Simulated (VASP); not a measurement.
# Cr (P6/mmm) in VASP: a series of runs

The runs below take Cr through single point, with r2SCAN.

Program: VASP 6.6.1. These are calculated values, not measurements. Logs are shortened: lines on timing, memory, paths and dates and some standing lists are left out, and cuts for length are marked.

## 1. The cell of the first run

Symmetry: P6/mmm, No. 191, hexagonal system. The conventional cell has a = 4.206 Å, b = 4.206 Å, c = 2.269 Å, α = 90.00°, β = 90.00°, γ = 120.00°. Cr (site symmetry 6/mmm) has 14 Cr at 2.27 to 2.68 Å within 3.0 Å. Cr (site symmetry -6m2) has 11 Cr at 2.27 to 2.68 Å within 3.0 Å.

This isn't the form of Cr at room conditions, which is bcc.

## 2. Single point, r2SCAN (11.59 Å³/atom)

POSCAR

```
Cr
1.0
    4.2056408807      0.0000000000      0.0000000000
   -2.1028204403      3.6421918419      0.0000000000
    0.0000000000      0.0000000000      2.2692406738
Cr
3
Direct
    0.0000000000      1.0000000000      0.0000000000
    0.3333333333      0.6666666667      0.5000000000
    0.6666666667      0.3333333333      0.5000000000
```

INCAR.step1

```
ALGO = Normal
EDIFF = 1E-5
ENCUT = 770
GGA = PE
GGA_COMPAT = False
ISMEAR = -1
LASPH = True
LCHARG = False
LREAL = False
LWAVE = True
NBANDS = 28
NELM = 120
PREC = Accurate
SIGMA = 0.1
```

INCAR.step2

```
ALGO = Normal
EDIFF = 1E-6
ENCUT = 770
GGA_COMPAT = False
ISIF = 2
ISMEAR = -1
ISTART = 1
LASPH = True
LCHARG = True
LELF = True
LMIXTAU = True
LREAL = False
LVHAR = True
LWAVE = False
METAGGA = R2SCAN
NBANDS = 28
NELM = 120
PREC = Accurate
SIGMA = 0.1
```

KPOINTS

```
k-points
0
Gamma
  10 10 15
```

Potentials or basis: VASP PAW PBE potentials, release 64 (Cr_sv).

On the command line:

```
cat potpaw_PBE.64/Cr_sv/POTCAR > POTCAR
cp INCAR.step1 INCAR
mpirun -np 1 vasp_std > vasp.out
cp INCAR.step2 INCAR
mpirun -np 1 vasp_std > vasp.out
```

OUTCAR:

```text
EDIFF = 1E-6
   ENCUT = 770
   ISIF = 2
   ISMEAR = -1
   ISTART = 1
   LASPH = True
   LREAL = False
   METAGGA = R2SCAN
   NELM = 120
   PREC = Accurate

 ion  position               nearest neighbor table
   1  0.000  0.000  0.000-   2 2.68   3 2.68   2 2.68   3 2.68   2 2.68   2 2.68   3 2.68   3 2.68
                             3 2.68   3 2.68   2 2.68   2 2.68
   2  0.333  0.667  0.500-   3 2.43   3 2.43   3 2.43   1 2.68   1 2.68   1 2.68   1 2.68   1 2.68
                             1 2.68
   3  0.667  0.333  0.500-   2 2.43   2 2.43   2 2.43   1 2.68   1 2.68   1 2.68   1 2.68   1 2.68
                             1 2.68

  LATTYP: Found a hexagonal cell.
 ALAT       =     4.2056408807
 C/A-ratio  =     0.5395707190

  Lattice vectors:

 A1 = (   4.2056408807,   0.0000000000,   0.0000000000)
 A2 = (  -2.1028204403,   3.6421918419,   0.0000000000)
 A3 = (   0.0000000000,   0.0000000000,   2.2692406738)

Analysis of symmetry for initial positions (statically):
=====================================================================
 Subroutine PRICEL returns:
 Original cell was already a primitive cell.

 Routine SETGRP: Setting up the symmetry group for a
 hexagonal supercell.

 Subroutine GETGRP returns: Found 24 space group operations
 (whereof 24 operations were pure point group operations)
 out of a pool of 24 trial point group operations.

The static configuration has the point symmetry D_6h.

Analysis of symmetry for dynamics (positions and initial velocities):
=====================================================================
 Subroutine PRICEL returns:
 Original cell was already a primitive cell.

 Routine SETGRP: Setting up the symmetry group for a
 hexagonal supercell.

 Subroutine GETGRP returns: Found 24 space group operations
 (whereof 24 operations were pure point group operations)
 out of a pool of 24 trial point group operations.

The dynamic configuration has the point symmetry D_6h.

 Subroutine INISYM returns: Found 24 space group operations
 (whereof 24 operations are pure point group operations),
 and found     1 'primitive' translations

----------------------------------------------------------------------------------------

                                     Primitive cell

  volume of cell :      34.7597

  direct lattice vectors                    reciprocal lattice vectors
     4.205640881  0.000000000  0.000000000     0.237775889  0.137279974  0.000000000
    -2.102820440  3.642191842  0.000000000     0.000000000  0.274559947  0.000000000
     0.000000000  0.000000000  2.269240674     0.000000000  0.000000000  0.440676043

  length of vectors
     4.205640881  4.205640881  2.269240674     0.274559947  0.274559947  0.440676043

  position of ions in fractional coordinates (direct lattice)
     0.000000000  0.000000000  0.000000000
     0.333333333  0.666666667  0.500000000
     0.666666667  0.333333333  0.500000000

  ion indices of the primitive-cell ions
   primitive index   ion index
                 1           1
                 2           2
                 3           3

----------------------------------------------------------------------------------------

 KPOINTS: k-points

Automatic generation of k-mesh.
 Grid dimensions read from file:
 generate k-points for:   10   10   15

 Generating k-lattice:

  Cartesian coordinates                     Fractional coordinates (reciprocal lattice)
     0.023777589  0.013727997  0.000000000     0.100000000  0.000000000  0.000000000
     0.000000000  0.027455995  0.000000000     0.000000000  0.100000000  0.000000000
     0.000000000  0.000000000  0.029378403     0.000000000  0.000000000  0.066666667

  Length of vectors
     0.027455995  0.027455995  0.029378403

  Shift w.r.t. Gamma in fractional coordinates (k-lattice)
     0.000000000  0.000000000  0.000000000

 Subroutine IBZKPT returns following result:
 ===========================================

 Found    112 irreducible k-points:

 Following reciprocal coordinates:
            Coordinates               Weight
  0.000000  0.000000  0.000000      1.000000
  0.100000  0.000000  0.000000      6.000000
  0.200000  0.000000  0.000000      6.000000
  0.300000  0.000000  0.000000      6.000000
  0.400000  0.000000  0.000000      6.000000
  0.500000  0.000000  0.000000      3.000000
[... 16 lines left out ...]
  0.300000  0.100000  0.066667     24.000000
  0.400000  0.100000  0.066667     24.000000
 [... further k-points ...]
   k-points           NKPTS =    112   k-points in BZ     NKDIM =    112   number of bands    NBANDS=     28
   number of dos      NEDOS =    301   number of ions     NIONS =      3
   total plane-waves  NPLWV =  38400
   dimension x,y,z NGX =    40 NGY =   40 NGZ =   24
   dimension x,y,z NGXF=    80 NGYF=   80 NGZF=   48
   ions per type =               3
   NGX,Y,Z   is equivalent  to a cutoff of  15.81, 15.81, 17.58 a.u.
   NGXF,Y,Z  is equivalent  to a cutoff of  31.62, 31.62, 35.17 a.u.
 SYSTEM =  unknown system
   PREC   = accura    normal or accurate (medium, high low for compatibility)
   ISTART =      1    job   : 0-new  1-cont  2-samecut
   ICHARG =      0    charge: 1-file 2-atom 10-const
   ISPIN  =      1    spin polarized calculation?
   LNONCOLLINEAR =      F non collinear calculations
   LSORBIT =      F    spin-orbit coupling
   LASPH  =      T    aspherical Exc in radial PAW
   ENCUT  =  770.0 eV  56.59 Ry    7.52 a.u.   9.52  9.52  5.13*2*pi/ulx,y,z
   NELM   =    120;   NELMIN=  2; NELMDL=  0     # of ELM steps
   EDIFF  = 0.1E-05   stopping-criterion for ELM
   LREAL  =      F    real-space projection
[... 7 lines left out ...]
   TEBEG  =    0.0;   TEEND  =   0.0 temperature during run
   PSTRESS=    0.0 pullay stress
   NELECT =      42.0000    total number of electrons
   NUPDOWN=      -1.0000    fix difference up-down
   EMIN   =  10.00;   EMAX   =-10.00  energy-range for DOS
   EFERMI =   0.00;   METHOD = LEGACY
   ISMEAR =    -1;   SIGMA  =   0.10  broadening in eV -4-tet -1-fermi 0-gaus
   EFERMI_NEDOS =   21; number of points for ismear=-14 and -15
   IALGO  =     38    algorithm
   IMIX   =      4    mixing-type and parameters
     AMIX     =   0.40;   BMIX     =  1.00
     AMIX_MAG =   1.60;   BMIX_MAG =  1.00
  volume/ion in A,a.u.               =      11.59        78.19
  Fermi-wavevector in a.u.,A,eV,Ry     =   1.743677  3.295072 41.367289  3.040410
  Thomas-Fermi vector in A             =   2.815704
   LORBIT       =      0    0 simple, 1 ext, 2 COOP (PROOUT), +10 PAW based schemes
   METAGGA = R2SCAN    functional components
   LHFCALC =     F    Hartree Fock is set to
   AEXX    =    0.0000 exact exchange contribution
   IVDW    =     0    specifies the selected vdW correction
   LEPSILON=     F    determine dielectric tensor
   LRPA    =     F    only Hartree local field effects (RPA)
 non-spin polarized calculation
  energy-cutoff  :      770.00
  volume of cell :       34.76
 maximum number of plane-waves:      1708
 NGX is ok and might be reduce to    40
   NGX = 19   NGY = 19   NGZ = 11

 number of electron      42.0000001 magnetization

 Free energy of the ion-electron system (eV)
  ---------------------------------------------------
  ext. energy  EPLUGINS =         0.00000000
  ---------------------------------------------------
  free energy    TOTEN  =       -43.49738413 eV

  energy without entropy =      -43.35247193  energy(sigma->0) =      -43.42492803

 E-fermi :  13.8136     XC(G=0): -14.8755

 val. band max:       13.8115516010   @ k =   0.2000   0.0000   0.0000
 cond. band min:      13.8191214737   @ k =   0.2000   0.0000   0.4667
 fundamental gap:      0.0075698727
 Fermi energy:        13.8135741587

 k-point     1 :       0.0000    0.0000    0.0000
  band No.  band energies     occupation
      1     -60.8374      2.00000
      2     -60.6842      2.00000
      3     -60.5786      2.00000
      4     -31.0098      2.00000
      5     -31.0098      2.00000
      6     -30.9578      2.00000
[... 20 lines left out ...]
     27      16.7574      0.00000
     28      16.7574      0.00000

 k-point     2 :       0.1000    0.0000    0.0000
  band No.  band energies     occupation
      1     -60.8328      2.00000
      2     -60.6852      2.00000
      3     -60.5823      2.00000
      4     -31.0692      2.00000
      5     -31.0559      2.00000
      6     -30.8937      2.00000
[... 20 lines left out ...]
     27      16.6810      0.00000
     28      16.7441      0.00000

 k-point     3 :       0.2000    0.0000    0.0000
  band No.  band energies     occupation
      1     -60.8201      2.00000
      2     -60.6878      2.00000
      3     -60.5928      2.00000
      4     -31.1381      2.00000
      5     -31.0821      2.00000
      6     -30.8112      2.00000
[... 20 lines left out ...]
     27      16.4706      0.00000
     28      16.7038      0.00000

 k-point     4 :       0.3000    0.0000    0.0000
  band No.  band energies     occupation
      1     -60.8027      2.00000
      2     -60.6903      2.00000
      3     -60.6080      2.00000
      4     -31.1923      2.00000
      5     -31.0625      2.00000
      6     -30.7365      2.00000
[... 20 lines left out ...]
     27      16.1924      0.00000
     28      16.6350      0.00000

 k-point     5 :       0.4000    0.0000    0.0000
  band No.  band energies     occupation
      1     -60.7867      2.00000
      2     -60.6913      2.00000
      3     -60.6234      2.00000
      4     -31.2267      2.00000
      5     -30.9972      2.00000
      6     -30.7800      2.00000
[... 20 lines left out ...]
     27      16.3052      0.00000
     28      16.3437      0.00000

 k-point     6 :       0.5000    0.0000    0.0000
  band No.  band energies     occupation
      1     -60.7799      2.00000
      2     -60.6911      2.00000
      3     -60.6305      2.00000
      4     -31.2385      2.00000
      5     -30.9016      2.00000
      6     -30.8893      2.00000
[... 463 lines left out ...]
      5     -31.0828      2.00000
      6     -30.8197      2.00000
[... 20 lines left out ...]
     27      16.3975      0.00000
     28      16.5918      0.00000

 k-point    22 :       0.2000    0.1000    0.0667
  band No.  band energies     occupation
      1     -60.7986      2.00000
      2     -60.6806      2.00000
      3     -60.5933      2.00000
      4     -31.1445      2.00000
      5     -31.0871      2.00000
      6     -30.7563      2.00000
[... 20 lines left out ...]
     27      16.1249      0.00000
     28      16.5277      0.00000

 k-point    23 :       0.3000    0.1000    0.0667
  band No.  band energies     occupation
      1     -60.7822      2.00000
      2     -60.6810      2.00000
      3     -60.6096      2.00000
      4     -31.1834      2.00000
      5     -31.0444      2.00000
      6     -30.7523      2.00000
[... 20 lines left out ...]
     27      16.1733      0.00000
     28      16.4211      0.00000

 k-point    24 :       0.4000    0.1000    0.0667
  band No.  band energies     occupation
      1     -60.7711      2.00000
      2     -60.6793      2.00000
      3     -60.6227      2.00000
      4     -31.2043      2.00000
      5     -30.9611      2.00000
      6     -30.8516      2.00000
[... 20 lines left out ...]
     27      16.2847      0.00000
     28      16.3592      0.00000

 [... further k-points ...]

------------------------ aborting loop because EDIFF is reached ----------------------------------------

  FORCE on cell =-STRESS in cart. coord.  units (eV):
  Direction    XX          YY          ZZ          XY          YZ          ZX
  --------------------------------------------------------------------------------------
  -------------------------------------------------------------------------------------
  Total       -0.2088514     -0.2088514     -0.0055300     -0.0000000      0.0000000     -0.0000000
  in kB       -9.6265902     -9.6265902     -0.2548937     -0.0000000      0.0000000     -0.0000000
  external PRESSURE =      -6.5026914 kB  Pullay stress =       0.0000000 kB

 VOLUME and BASIS-vectors are now :
 -----------------------------------------------------------------------------
  energy-cutoff  :      770.00
  volume of cell :       34.76
      direct lattice vectors                 reciprocal lattice vectors
     4.205640881  0.000000000  0.000000000     0.237775889  0.137279974  0.000000000
    -2.102820440  3.642191842  0.000000000     0.000000000  0.274559947  0.000000000
     0.000000000  0.000000000  2.269240674     0.000000000  0.000000000  0.440676043

 POSITION                                       TOTAL-FORCE (eV/Angst)
 -----------------------------------------------------------------------------------
      0.00000      0.00000      0.00000         0.000000      0.000000     -0.000000
     -0.00000      2.42813      1.13462         0.000000      0.000000     -0.000000
      2.10282      1.21406      1.13462        -0.000000      0.000000      0.000000
 -----------------------------------------------------------------------------------
    total drift:                                0.000000      0.000000      0.000000

  FREE ENERGIE OF THE ION-ELECTRON SYSTEM (eV)
  ---------------------------------------------------
  free  energy   TOTEN  =       -43.4973841326 eV

  energy  without entropy=      -43.3524719262  energy(sigma->0) =      -43.42492803
```

It took 25 min on 1 thread of AMD EPYC 7R43 (Zen 3), shared host; peak memory 0.26 GiB.

What came out:

| Property | Result |
| --- | --- |
| Free energy | -43.4974 eV |
| Pressure | -0.7 GPa |
| Band gap on the k mesh | zero (bands 21 and 22 overlap by 0.59 eV) |

Levels at points of the mesh, in eV from the Fermi level:
| k point | band 17 | band 18 | band 19 | band 20 | band 21 | band 22 | band 23 | band 24 | band 25 | band 26 |
| --- | --- | --- | --- | --- | --- | --- | --- | --- | --- | --- |
| (0.00, 0.00, 0.00) | -2.39 | -2.34 | -2.34 | -2.09 | -0.34 | -0.34 | 1.55 | 1.55 | 1.61 | 1.61 |
| (0.50, 0.00, 0.00) | -2.74 | -2.16 | -2.07 | -1.77 | 0.18 | 0.95 | 1.45 | 1.69 | 1.75 | 1.84 |

Caveat: the PAW data sets were made with another functional, which shifts forces and pressure a little; the run has no spin polarisation, though such a crystal can be magnetic. Spin polarisation is off, so any magnetic state and its effect on volume and gap are missing.

(Continued in part 2 of 2.)
